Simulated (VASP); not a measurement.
# C (Fd-3m) in VASP: a series of runs

The runs below take C through vibrations by perturbation theory, elastic constants, with LDA.

Program: VASP 6.6.1. These are calculated values, not measurements. Logs are shortened: lines on timing, memory, paths and dates and some standing lists are left out, and cuts for length are marked.

**1. The cell of the first run**

Symmetry: Fd-3m, No. 227, cubic system. Conventional cell: a = 3.532 Å, b = 3.532 Å, c = 3.532 Å, α = 90.00°, β = 90.00°, γ = 90.00°. C (site symmetry -43m) has 4 C at 1.53 Å within 2.0 Å.

**2. Vibrations by perturbation theory, LDA**

INCAR

```
SYSTEM = C
ALGO = Normal ; EDIFF = 1E-8
ENCUT = 600 ; GGA = CA
GGA_COMPAT = .FALSE. ; IBRION = 8
ISIF = 2 ; ISMEAR = 0
LASPH = .TRUE. ; LCHARG = .FALSE.
LEPSILON = .TRUE. ; LREAL = .FALSE.
LWAVE = .FALSE. ; NELM = 120
NSW = 1 ; PREC = Accurate
SIGMA = 0.01
```

KPOINTS

```
k-points
0
G
  12 12 12
  0 0 0
```

POSCAR

```
C
1.0
    0.0000000000      1.7658688059      1.7658688059
    1.7658688059      0.0000000000      1.7658688059
    1.7658688059      1.7658688059      0.0000000000
C
2
Direct
    0.0000000000      0.0000000000      0.0000000000
    0.2500000000      0.2500000000      0.2500000000
```

Potentials or basis: VASP PAW LDA potentials, release 64 (C).

The run is started by

```
cat potpaw_LDA.64/C/POTCAR > POTCAR
mpirun -np 1 vasp_std > vasp.out
```

OUTCAR:

```text
SYSTEM = C
   EDIFF = 1E-8
   ENCUT = 600
   GGA = CA
   IBRION = 8
   ISIF = 2
   ISMEAR = 0
   LASPH = .TRUE.
   LEPSILON = .TRUE.
   LREAL = .FALSE.
   NELM = 120
   NSW = 1
   PREC = Accurate

 ion  position               nearest neighbor table
   1  0.000  0.000  0.000-   2 1.53   2 1.53   2 1.53   2 1.53
   2  0.250  0.250  0.250-   1 1.53   1 1.53   1 1.53   1 1.53

  LATTYP: Found a face centered cubic cell.
 ALAT       =     3.5317376118

  Lattice vectors:

 A1 = (   0.0000000000,   1.7658688059,   1.7658688059)
 A2 = (   1.7658688059,   0.0000000000,   1.7658688059)
 A3 = (   1.7658688059,   1.7658688059,   0.0000000000)

Analysis of symmetry for initial positions (statically):
=====================================================================
 Subroutine PRICEL returns:
 Original cell was already a primitive cell.

 Routine SETGRP: Setting up the symmetry group for a
 face centered cubic supercell.

 Subroutine GETGRP returns: Found 48 space group operations
 (whereof 24 operations were pure point group operations)
 out of a pool of 48 trial point group operations.

The static configuration has the point symmetry T_d .
 The point group associated with its full space group is O_h .

Analysis of symmetry for dynamics (positions and initial velocities):
=====================================================================
 Subroutine PRICEL returns:
 Original cell was already a primitive cell.

 Routine SETGRP: Setting up the symmetry group for a
 face centered cubic supercell.

 Subroutine GETGRP returns: Found 48 space group operations
 (whereof 24 operations were pure point group operations)
 out of a pool of 48 trial point group operations.

The dynamic configuration has the point symmetry T_d .
 The point group associated with its full space group is O_h .

 Subroutine INISYM returns: Found 48 space group operations
 (whereof 24 operations are pure point group operations),
 and found     1 'primitive' translations

----------------------------------------------------------------------------------------

                                     Primitive cell

  volume of cell :      11.0130

  direct lattice vectors                    reciprocal lattice vectors
     0.000000000  1.765868806  1.765868806    -0.283146742  0.283146742  0.283146742
     1.765868806  0.000000000  1.765868806     0.283146742 -0.283146742  0.283146742
     1.765868806  1.765868806  0.000000000     0.283146742  0.283146742 -0.283146742

  length of vectors
     2.497315615  2.497315615  2.497315615     0.490424544  0.490424544  0.490424544

  position of ions in fractional coordinates (direct lattice)
     0.000000000  0.000000000  0.000000000
     0.250000000  0.250000000  0.250000000

  ion indices of the primitive-cell ions
   primitive index   ion index
                 1           1
                 2           2

----------------------------------------------------------------------------------------

 KPOINTS: k-points

Automatic generation of k-mesh.
 Grid dimensions read from file:
 generate k-points for:   12   12   12

 Generating k-lattice:

  Cartesian coordinates                     Fractional coordinates (reciprocal lattice)
    -0.023595562  0.023595562  0.023595562     0.083333333  0.000000000  0.000000000
     0.023595562 -0.023595562  0.023595562     0.000000000  0.083333333  0.000000000
[... 408 lines left out ...]
 ------------------------------------------------------

 Free energy of the ion-electron system (eV)
  ---------------------------------------------------
  ---------------------------------------------------
  free energy    TOTEN  =        -0.15326581 eV

  energy without entropy =       -0.15326581

------------------------ aborting loop because EDIFF is reached ----------------------------------------

--------------------------------------- Ionic step        2  -------------------------------------------

------------------------ aborting loop because EDIFF is reached ----------------------------------------

--------------------------------------- Ionic step        3  -------------------------------------------

------------------------ aborting loop because EDIFF is reached ----------------------------------------

 PIEZOELECTRIC TENSOR FIELD DIRECTION 3  (e Angst)
 -----------------------------------------------------------------------------
    -0.00010  0.00000  0.00000           ( -0.00000  0.00000  0.00000)
     0.00000 -0.00010  0.00000           (  0.00000 -0.00000  0.00000)
     0.00000  0.00000 -0.00023           (  0.00000  0.00000 -0.00001)

 PIEZOELECTRIC TENSOR FIELD DIRECTION 3  (C/m^2)
 -----------------------------------------------------------------------------
    -0.00015  0.00000  0.00000
     0.00000 -0.00015  0.00000
     0.00000  0.00000 -0.00034

--------------------------------------- Ionic step        4  -------------------------------------------

 Free energy of the ion-electron system (eV)
  ---------------------------------------------------
  ---------------------------------------------------
  free energy    TOTEN  =        -0.11151940 eV

  energy without entropy =       -0.11151940

------------------------ aborting loop because EDIFF is reached ----------------------------------------

 INTERNAL STRAIN TENSOR  FOR ION    1  DIRECTION 1   (eV/Angst):
 -----------------------------------------------------------------------------
     0.00521  0.00000  0.00000
     0.00000 -0.00211  4.21250
     0.00000  4.21250 -0.00211

 MACROSCOPIC STATIC DIELECTRIC TENSOR (including local field effects in DFT)
 ------------------------------------------------------
           5.762550     0.000000    -0.000000
          -0.000000     5.762550     0.000000
           0.000000    -0.000000     5.762550
 ------------------------------------------------------

 PIEZOELECTRIC TENSOR (including local field effects)  for field in x, y, z        (e  Angst)
          XX          YY          ZZ          XY          YZ          ZX
  --------------------------------------------------------------------------------
  x     0.00000    -0.00000    -0.00000     0.00000     0.00000    -0.00000
  y     0.00000     0.00000     0.00000    -0.00000     0.00000     0.00000
  z     0.00000     0.00000    -0.00000     0.00000    -0.00000     0.00000

 PIEZOELECTRIC TENSOR (including local field effects)  for field in x, y, z        (C/m^2)
          XX          YY          ZZ          XY          YZ          ZX
  --------------------------------------------------------------------------------
  x     0.00000    -0.00000    -0.00000     0.00000     0.00000    -0.00000
  y     0.00000     0.00000     0.00000    -0.00000     0.00000     0.00000
  z     0.00000     0.00000    -0.00000     0.00000    -0.00000     0.00000

 BORN EFFECTIVE CHARGES (including local field effects) (in |e|, cummulative output)
 ---------------------------------------------------------------------------------
 ion    1
    1    -0.00000     0.00000    -0.00000
    2     0.00000    -0.00000     0.00000
    3    -0.00000     0.00000    -0.00000
 ion    2
    1     0.00000     0.00000     0.00000
    2    -0.00000     0.00000    -0.00000
    3     0.00000    -0.00000     0.00000

 INTERNAL STRAIN TENSOR FOR ION    2 for displacements in x,y,z  (eV/Angst):
          X           Y           Z          XY          YZ          ZX
  --------------------------------------------------------------------------------
  x     0.00000     0.00000    -0.00000     0.00000    -4.21250     0.00000
  y     0.00000    -0.00000    -0.00000     0.00000     0.00000    -4.21250
  z     0.00000    -0.00000     0.00000    -4.21250     0.00000     0.00000

 SECOND DERIVATIVES (NOT SYMMETRIZED)
 ------------------------------------
               1X          1Y          1Z          2X          2Y          2Z
  1X   -38.863872    0.000000    0.000000   38.863872    0.000000    0.000000
  1Y     0.000000  -38.863872    0.000000    0.000000   38.863872    0.000000
  1Z     0.000000    0.000000  -38.863872    0.000000    0.000000   38.863872
  2X    38.863872    0.000000    0.000000  -38.863872    0.000000    0.000000
  2Y     0.000000   38.863872    0.000000    0.000000  -38.863872    0.000000
  2Z     0.000000    0.000000   38.863872    0.000000    0.000000  -38.863872

 Eigenvectors and eigenvalues of the dynamical matrix
 ----------------------------------------------------

   1 f  =   39.769412 THz   249.878588 2PiTHz 1326.564806 cm-1   164.473000 meV
             X         Y         Z           dx          dy          dz
      0.000000  0.000000  0.000000     0.000000   -0.707107    0.000000
      0.882934  0.882934  0.882934     0.000000    0.707107    0.000000
[... 21 lines left out ...]
   6 f  =    0.000000 THz     0.000000 2PiTHz    0.000000 cm-1     0.000000 meV
             X         Y         Z           dx          dy          dz
      0.000000  0.000000  0.000000     0.000000    0.000000    0.707107
      0.882934  0.882934  0.882934     0.000000    0.000000    0.707107

--------------------------------------------------------------------------------------------------------

 MACROSCOPIC STATIC DIELECTRIC TENSOR IONIC CONTRIBUTION
 ------------------------------------------------------
           0.000000    -0.000000     0.000000
          -0.000000     0.000000    -0.000000
           0.000000    -0.000000     0.000000
 ------------------------------------------------------

 ELASTIC MODULI CONTR FROM IONIC RELAXATION (kBar)
 Direction    XX          YY          ZZ          XY          YZ          ZX
 --------------------------------------------------------------------------------
 XX          -0.0000     -0.0000      0.0000      0.0000      0.0000      0.0000
 YY          -0.0000     -0.0000      0.0000     -0.0000      0.0000     -0.0000
 ZZ           0.0000      0.0000     -0.0000      0.0000     -0.0000     -0.0000
 XY           0.0000     -0.0000      0.0000    -66.4261      0.0000      0.0000
 YZ           0.0000      0.0000     -0.0000      0.0000    -66.4261      0.0000
 ZX           0.0000     -0.0000     -0.0000      0.0000      0.0000    -66.4261
 --------------------------------------------------------------------------------

 PIEZOELECTRIC TENSOR IONIC CONTR  for field in x, y, z        (C/m^2)
          XX          YY          ZZ          XY          YZ          ZX
  --------------------------------------------------------------------------------
  x     0.00000     0.00000    -0.00000    -0.00000    -0.00000     0.00000
  y     0.00000    -0.00000    -0.00000     0.00000     0.00000    -0.00000
  z     0.00000    -0.00000     0.00000    -0.00000    -0.00000     0.00000
```

Run time: 85 s. Hardware: 1 thread of Intel Xeon 8259CL, shared host; peak memory 0.19 GiB.

Results:

* Electronic dielectric tensor (diagonal): 5.76
* Born charges (mean of the diagonal): C +0.00 e
* Highest phonon frequency at Γ: 1327 cm⁻¹

Phonon frequencies in cm⁻¹ (negative: imaginary):
| q point | frequencies |
| --- | --- |
| (0.000, 0.000, 0.000) | 0 0 0 1327 1327 1327 |

Electronic dielectric tensor:
```
5.76 0.00 0.00
0.00 5.76 0.00
0.00 0.00 5.76
```

Born effective charge tensors (e):
atom 1, C
```
0.00 0.00 0.00
0.00 0.00 0.00
0.00 0.00 0.00
```
atom 2, C
```
0.00 0.00 0.00
0.00 0.00 0.00
0.00 0.00 0.00
```

**3. Elastic constants, LDA**

INCAR

```
SYSTEM = C
ALGO     = Normal         ! electronic algorithm
EDIFF    = 1E-8           ! SCF threshold, eV
ENCUT    = 600            ! plane-wave cutoff, eV
GGA      = CA             ! functional
GGA_COMPAT= .False.      
IBRION   = 6              ! ionic algorithm
ISIF     = 3              ! what is computed and relaxed
ISMEAR   = 0              ! smearing method
LASPH    = .True.         ! aspherical terms in the spheres
LCHARG   = .True.         ! write CHGCAR
LREAL    = .False.        ! projectors in reciprocal space
LWAVE    = .False.        ! write WAVECAR
NBANDS   = 11             ! bands
NELM     = 120            ! most SCF steps
NFREE    = 2            
NSW      = 1              ! ionic steps
POTIM    = 0.015          ! step
PREC     = Accurate       ! precision mode
SIGMA    = 0.01           ! smearing width, eV
```

KPOINTS

```
k-points
0
Gamma
  12 12 12
  0 0 0
```

POSCAR is that of step 2.

Potentials or basis: VASP PAW LDA potentials, release 64 (C).

The run is started by

```
cat potpaw_LDA.64/C/POTCAR > POTCAR
mpirun -np 1 vasp_std > vasp.out
```

Run time: 4.4 min. Hardware: 1 thread of Intel Xeon 8259CL, shared host; peak memory 0.21 GiB.

The run converged. Its results:

```yaml
Elastic_constants_C11_C12_C44: 1103, 149, 594 GPa
Voigt_bulk_modulus: 467 GPa
Highest_phonon_frequency_at_Γ: 1326 cm⁻¹
```

Phonon frequencies in cm⁻¹ (negative: imaginary):
```
              q point           frequencies
(0.000, 0.000, 0.000)  0 0 0 1326 1326 1326
```

Elastic tensor in Voigt notation (GPa, in the Cartesian axes of the cell as first typed):
```
1103  149  149    0    0    0
 149 1103  149    0    0    0
 149  149 1103    0    0    0
   0    0    0  594    0    0
   0    0    0    0  594    0
   0    0    0    0    0  594
```

Clamped-ion elastic tensor (GPa):
```
1103  149  149    0    0    0
 149 1103  149    0    0    0
 149  149 1103    0    0    0
   0    0    0  601    0    0
   0    0    0    0  601    0
   0    0    0    0    0  601
```
